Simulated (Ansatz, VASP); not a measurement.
## GaP in VASP and in Ansatz

File INCAR:

```
PREC = Accurate
ENCUT = 520
EDIFF = 1E-6
ISMEAR = 0
SIGMA = 0.02
LREAL = False
LASPH = True
NELM = 80
ALGO = Normal
ISIF = 2
LWAVE = False
LCHARG = False
GGA = PE
NBANDS = 26
```

KPOINTS

```
Automatic mesh
0
Gamma
  9 9 9
```

Contents of POSCAR:

```
GaP
1.0
    1.9999455201      1.1546690844      6.8121571392
   -1.9999455201      1.1546690844      6.8121571392
    0.0000000000     -2.3093381688      6.8121571392
Ga P
2 2
Direct
    0.4334862796      0.4334862796      0.4334862796
    0.5665137204      0.5665137204      0.5665137204
    0.0585204574      0.0585204574      0.0585204574
    0.9414795426      0.9414795426      0.9414795426
```

Input for Ansatz:

```yaml
crystal:
  lattice:
    - [1.9999455201, 1.1546690844, 6.8121571392]
    - [-1.9999455201, 1.1546690844, 6.8121571392]
    - [0.0, -2.3093381688, 6.8121571392]
  atoms:
    - { symbol: Ga, position: [0.4334862796, 0.4334862796, 0.4334862796] }
    - { symbol: Ga, position: [0.5665137204, 0.5665137204, 0.5665137204] }
    - { symbol: P, position: [0.0585204574, 0.0585204574, 0.0585204574] }
    - { symbol: P, position: [0.9414795426, 0.9414795426, 0.9414795426] }
basis:
  ecutwfc: 420
kpoints:
  mp_grid: { grid: [9, 9, 9] }
hamiltonian:
  xc: pbe
scf:
  occupations: { method: gaussian, width: 0.02 }
output:
  forces: true
  stress: true
  eigenvalues: true
```

Alike in both runs: task single point; functional PBE; k mesh 9 × 9 × 9; occupations gaussian, width 0.02 eV; no spin polarisation.

```csv
,VASP,Ansatz
version,VASP 6.6.1,Ansatz 0.2.0
potentials or method,"VASP PAW PBE potentials, release 64 (Ga_d, P), cutoff 520 eV","scalar-relativistic, plane waves, PAW"
valence electrons in the cell,36,36
```

```tsv
	VASP	Ansatz	Ansatz less VASP
gap on the k mesh at the Fermi level (eV)	0.53	0.53	+0.003
least direct gap on the mesh (eV)	0.53	0.53	+0.003
pressure (GPa)	-6.1	-6.1	0.00
traceless stress, the component that is largest in VASP (GPa)	-3.57	-3.53	+0.037
rms of the force components (eV/Å)	0.365	0.356	-0.0092
```

Atom by atom the forces differ by 0.010 eV/Å (rms over components).
